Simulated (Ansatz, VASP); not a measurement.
## InAs in VASP and in Ansatz

```
In As
1.0
     0.00000    2.95639    2.95639
     2.95639    0.00000    2.95639
     2.95639    2.95639    0.00000
In As
1 1
Direct
  0.00000 0.00000 0.00000
  0.75000 0.75000 0.75000
```

Alike in both runs: task single point; functional r2SCAN0; k mesh 4 × 4 × 4; occupations fermi-dirac, width 0.05 eV; no spin polarisation.

|  | VASP | Ansatz |
| --- | --- | --- |
| version | VASP 6.6.1 | Ansatz 0.2.0 |
| potentials or method | VASP PAW PBE potentials, release 64 (In_d, As_d) | Ansatz PAW |
| plane-wave cutoff (eV) | 440 | 500 |
| valence electrons in the cell | 28 | 28 |

|  | VASP | Ansatz | Ansatz less VASP |
| --- | --- | --- | --- |
| gap on the k mesh at the Fermi level (eV) | 1.94 | 1.88 | -0.056 |
| least direct gap on the mesh (eV) | 1.94 | 1.88 | -0.056 |

VASP's potentials were made for PBE, not for r2SCAN0. With one functional, cell and mesh, what is left measures potentials, basis and numerics.

The k mesh is coarse, so the values compare programs but aren't converged.
